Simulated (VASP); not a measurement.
# AlNi3 (P1) in VASP: a series of runs

Runs on AlNi3. Level: PBE. Tasks: single point.

Everything below comes from runs of VASP 6.6.1. Logs are shortened: lines on timing, memory, paths and dates and some standing lists are left out, and cuts for length are marked.

### 1 The cell of the first run

The typed cell holds 4 atoms: a = 3.967 Å, b = 3.965 Å, c = 3.981 Å, α = 59.99°, β = 59.81°, γ = 59.86°.

### 2 Single point, PBE

File INCAR:

```
PREC = Accurate
ENCUT = 520
EDIFF = 1E-7
ISMEAR = 0
SIGMA = 0.1
LREAL = False
LASPH = True
NELM = 80
ALGO = Normal
ISIF = 2
LWAVE = False
LCHARG = True
GGA = PE
LELF = True
LVHAR = True
NBANDS = 24
```

File KPOINTS:

```
regular mesh
0
Gamma
  1 1 1
```

File POSCAR:

```
AlNi3
1.0
    0.0091803197      2.8086990902      2.8014686452
    2.8035150590      0.0061289969      2.8045199680
    2.8105818206      2.8188171747     -0.0009377647
Al Ni
1 3
Direct
    0.5179937806      0.4754529908      0.4812022906
    0.2347094222      0.2129657574      0.2359009799
    0.0527018359     -0.0376585175      0.0301498793
    0.7728995969      0.7206613382      0.8016672262
```

Potentials or basis: VASP PAW PBE potentials, release 64 (Al, Ni).

Launch:

```bash
$ cat potpaw_PBE.64/Al/POTCAR potpaw_PBE.64/Ni/POTCAR > POTCAR
$ mpirun -np 1 vasp_gam > vasp.out
```

OUTCAR:

```text
PREC = Accurate
   ENCUT = 520
   EDIFF = 1E-7
   ISMEAR = 0
   LREAL = False
   LASPH = True
   NELM = 80
   ISIF = 2
   GGA = PE

 ion  position               nearest neighbor table
   1  0.518  0.475  0.481-   4 2.21   2 2.32   2 2.39   4 2.42   2 2.45   4 2.46   2 2.57   3 2.58
                             4 2.67   3 2.71   3 2.76   3 2.88   3 2.91   3 3.05
   2  0.235  0.213  0.236-   3 2.08   1 2.32   1 2.39   1 2.45   3 2.46   4 2.53   1 2.57   3 2.61
                             4 2.61   3 2.66   4 2.70   4 2.95   4 3.03
   3  0.053  0.962  0.030-   2 2.08   4 2.33   4 2.44   2 2.46   4 2.46   4 2.51   1 2.58   2 2.61
                             2 2.66   1 2.71   1 2.76   1 2.88   1 2.91   1 3.05
   4  0.773  0.721  0.802-   1 2.21   3 2.33   1 2.42   3 2.44   3 2.46   1 2.46   3 2.51   2 2.53
                             2 2.61   1 2.67   2 2.70   2 2.95   2 3.03

  LATTYP: Found a triclinic cell.
 ALAT       =     3.9670015664
 B/A-ratio  =     0.9996175526
 C/A-ratio  =     0.9988661435
 COS(alpha) =     0.0003545688
 COS(beta)  =     0.4959977987
 COS(gamma) =     0.5021730876

  Lattice vectors:

 A1 = (  -0.0091803197,  -2.8086990902,  -2.8014686452)
 A2 = (  -2.8035150590,  -0.0061289969,  -2.8045199680)
 A3 = (   2.8014015009,   0.0101180845,  -2.8024064099)

Analysis of symmetry for initial positions (statically):
=====================================================================
 Subroutine PRICEL returns:
 Original cell was already a primitive cell.

 Routine SETGRP: Setting up the symmetry group for a
 triclinic supercell.

 Subroutine GETGRP returns: Found  1 space group operations
 (whereof  1 operations were pure point group operations)
 out of a pool of  2 trial point group operations.

The static configuration has the point symmetry C_1 .

Analysis of symmetry for dynamics (positions and initial velocities):
=====================================================================
 Subroutine PRICEL returns:
 Original cell was already a primitive cell.

 Routine SETGRP: Setting up the symmetry group for a
 triclinic supercell.

 Subroutine GETGRP returns: Found  1 space group operations
 (whereof  1 operations were pure point group operations)
 out of a pool of  2 trial point group operations.

The dynamic configuration has the point symmetry C_1 .

 Subroutine INISYM returns: Found  1 space group operations
 (whereof  1 operations are pure point group operations),
 and found     1 'primitive' translations

----------------------------------------------------------------------------------------

                                     Primitive cell

  volume of cell :      44.1645

  direct lattice vectors                    reciprocal lattice vectors
     0.009180320  2.808699090  2.801468645    -0.178999642  0.178536081  0.178545330
     2.803515059  0.006128997  2.804519968     0.178864398 -0.178282565  0.178156571
     2.810581821  2.818817175 -0.000937765     0.177968219  0.177251142 -0.178291814

  length of vectors
     3.967001566  3.965484397  3.980590574     0.309506767  0.309058101  0.308023741

  position of ions in fractional coordinates (direct lattice)
     0.517993781  0.475452991  0.481202291
     0.234709422  0.212965757  0.235900980
     0.052701836  0.962341483  0.030149879
     0.772899597  0.720661338  0.801667226

  ion indices of the primitive-cell ions
   primitive index   ion index
                 1           1
                 2           2
                 3           3
                 4           4

----------------------------------------------------------------------------------------

 KPOINTS: regular mesh

Automatic generation of k-mesh.
 Grid dimensions read from file:
 generate k-points for:    1    1    1

 Generating k-lattice:

  Cartesian coordinates                     Fractional coordinates (reciprocal lattice)
    -0.178999642  0.178536081  0.178545330     1.000000000  0.000000000  0.000000000
     0.178864398 -0.178282565  0.178156571     0.000000000  1.000000000  0.000000000
     0.177968219  0.177251142 -0.178291814    -0.000000000  0.000000000  1.000000000

  Length of vectors
     0.309506767  0.309058101  0.308023741

  Shift w.r.t. Gamma in fractional coordinates (k-lattice)
     0.000000000  0.000000000  0.000000000

 Subroutine IBZKPT returns following result:
 ===========================================

 Found      1 irreducible k-points:

 Following reciprocal coordinates:
            Coordinates               Weight
  0.000000  0.000000  0.000000      1.000000
   k-points           NKPTS =      1   k-points in BZ     NKDIM =      1   number of bands    NBANDS=     24
   number of dos      NEDOS =    301   number of ions     NIONS =      4
   total plane-waves  NPLWV =  27000
   dimension x,y,z NGX =    30 NGY =   30 NGZ =   30
   dimension x,y,z NGXF=    60 NGYF=   60 NGZF=   60
   ions per type =               1   3
   NGX,Y,Z   is equivalent  to a cutoff of  12.57, 12.58, 12.53 a.u.
   NGXF,Y,Z  is equivalent  to a cutoff of  25.14, 25.15, 25.06 a.u.
 SYSTEM =  unknown system
   PREC   = accura    normal or accurate (medium, high low for compatibility)
   ISTART =      0    job   : 0-new  1-cont  2-samecut
   ICHARG =      2    charge: 1-file 2-atom 10-const
   ISPIN  =      1    spin polarized calculation?
   LNONCOLLINEAR =      F non collinear calculations
   LSORBIT =      F    spin-orbit coupling
   LASPH  =      T    aspherical Exc in radial PAW
   ENCUT  =  520.0 eV  38.22 Ry    6.18 a.u.   7.38  7.37  7.40*2*pi/ulx,y,z
   NELM   =     80;   NELMIN=  2; NELMDL= -5     # of ELM steps
   EDIFF  = 0.1E-06   stopping-criterion for ELM
   LREAL  =      F    real-space projection
   EDIFFG = 0.1E-05   stopping-criterion for IOM
   NSW    =      0    number of steps for IOM
   IBRION =     -1    ionic relax: 0-MD 1-quasi-New 2-CG
   NFREE  =      0    steps in history (QN), initial steepest desc. (CG)
   ISIF   =      2    stress and relaxation
   ISYM   =      2    0-nonsym 1-usesym 2-fastsym
   POTIM  = 0.5000    time-step for ionic-motion
   TEBEG  =    0.0;   TEEND  =   0.0 temperature during run
   PSTRESS=    0.0 pullay stress
   NELECT =      33.0000    total number of electrons
   NUPDOWN=      -1.0000    fix difference up-down
   EMIN   =  10.00;   EMAX   =-10.00  energy-range for DOS
   EFERMI =   0.00;   METHOD = LEGACY
   ISMEAR =     0;   SIGMA  =   0.10  broadening in eV -4-tet -1-fermi 0-gaus
   EFERMI_NEDOS =   21; number of points for ismear=-14 and -15
   IALGO  =     38    algorithm
   IMIX   =      4    mixing-type and parameters
     AMIX     =   0.40;   BMIX     =  1.00
     AMIX_MAG =   1.60;   BMIX_MAG =  1.00
  volume/ion in A,a.u.               =      11.04        74.51
  Fermi-wavevector in a.u.,A,eV,Ry     =   1.485553  2.807289 30.026276  2.206869
  Thomas-Fermi vector in A             =   2.598951
   LORBIT       =      0    0 simple, 1 ext, 2 COOP (PROOUT), +10 PAW based schemes
   GGA     = PE    functional components
   LHFCALC =     F    Hartree Fock is set to
   AEXX    =    0.0000 exact exchange contribution
   IVDW    =     0    specifies the selected vdW correction
   LEPSILON=     F    determine dielectric tensor
   LRPA    =     F    only Hartree local field effects (RPA)
 non-spin polarized calculation
 Gauss-broadening in eV      SIGMA  =   0.10
  energy-cutoff  :      520.00
  volume of cell :       44.16
 maximum number of plane-waves:       622
 NGX is ok and might be reduce to    30
   NGX = 15   NGY = 15   NGZ = 15

 number of electron      33.0000005 magnetization

 Free energy of the ion-electron system (eV)
  ---------------------------------------------------
  ext. energy  EPLUGINS =         0.00000000
  ---------------------------------------------------
  free energy    TOTEN  =       -14.95004398 eV

  energy without entropy =      -14.86822969  energy(sigma->0) =      -14.90913683

 E-fermi :  15.3390     XC(G=0): -12.6854

 val. band max:       10.3591172821   @ k =   0.0000   0.0000   0.0000
 cond. band min:      15.3601087284   @ k =   0.0000   0.0000   0.0000
 fundamental gap:      5.0009914463
 Fermi energy:        15.3389894151

 k-point     1 :       0.0000    0.0000    0.0000
  band No.  band energies     occupation
      1      -0.2751      2.00000
      2       6.6023      2.00000
      3       6.7263      2.00000
      4       7.0005      2.00000
      5       7.1265      2.00000
      6       7.2466      2.00000
      7       7.9156      2.00000
      8       8.0304      2.00000
      9       8.1107      2.00000
     10       9.4383      2.00000
     11       9.8939      2.00000
     12       9.9744      2.00000
     13       9.9962      2.00000
     14      10.2242      2.00000
     15      10.2936      2.00000
     16      10.3591      2.00000
     17      15.3601      0.76519
     18      15.4230      0.23481
     19      15.7019      0.00000
     20      15.9516      0.00000
     21      16.1085      0.00000
     22      16.2658      0.00000
     23      17.0756      0.00000
     24      18.5676      0.00000

------------------------ aborting loop because EDIFF is reached ----------------------------------------

  FORCE on cell =-STRESS in cart. coord.  units (eV):
  Direction    XX          YY          ZZ          XY          YZ          ZX
  --------------------------------------------------------------------------------------
  -------------------------------------------------------------------------------------
  Total        4.1553758      6.4066679      3.8030202     -1.3315065      3.9633751     -3.2122303
  in kB      150.7465181    232.4176980    137.9639469    -48.3036845    143.7812166   -116.5315846
  external PRESSURE =     173.7093877 kB  Pullay stress =       0.0000000 kB

 VOLUME and BASIS-vectors are now :
 -----------------------------------------------------------------------------
  energy-cutoff  :      520.00
  volume of cell :       44.16
      direct lattice vectors                 reciprocal lattice vectors
     0.009180320  2.808699090  2.801468645    -0.178999642  0.178536081  0.178545330
     2.803515059  0.006128997  2.804519968     0.178864398 -0.178282565  0.178156571
     2.810581821  2.818817175 -0.000937765     0.177968219  0.177251142 -0.178291814

 POSITION                                       TOTAL-FORCE (eV/Angst)
 -----------------------------------------------------------------------------------
      2.69015      2.81422      2.78411         0.672812      1.157342     -0.653890
      1.26223      1.32550      1.25458         0.852712     -0.084195      0.264230
      2.78316      0.23891      2.84652        -2.077717     -0.863276     -0.461063
      4.28063      4.43501      4.18561         0.552193     -0.209871      0.850722
 -----------------------------------------------------------------------------------
    total drift:                                0.000249     -0.000212     -0.000245

  FREE ENERGIE OF THE ION-ELECTRON SYSTEM (eV)
  ---------------------------------------------------
  free  energy   TOTEN  =       -14.9500439777 eV

  energy  without entropy=      -14.8682296875  energy(sigma->0) =      -14.90913683
```

It took 11 s on 1 thread of Intel Xeon 8259CL, shared host; peak memory 0.16 GiB.

What came out:

```yaml
Free_energy: -14.9500 eV
Pressure: 17.4 GPa
Largest_force: 2.297 eV/Å
Band_gap_on_the_k_mesh: zero (an odd number of electrons rules out a gap without spin polarisation)
```

Forces in eV/Å, atoms in the order of the input:
```
Al   0.673  1.157 -0.654
Ni   0.853 -0.084  0.264
Ni  -2.078 -0.863 -0.461
Ni   0.552 -0.210  0.851
```

Levels at points of the mesh, in eV from the Fermi level:
```tsv
k point	band 14	band 15	band 16	band 17	band 18	band 19
(0.00, 0.00, 0.00)	-5.11	-5.05	-4.98	0.02	0.08	0.36
```

Caveat: the k points lie up to 1.94 Å⁻¹ apart, too coarse for converged energies and pressures of a metal; forces of over 1 eV/Å act on the atoms, so gaps and moduli don't describe the material at rest. Spin polarisation is off, so any magnetic state and its effect on volume and gap are missing.

(Part 1 of 2 ends here.)
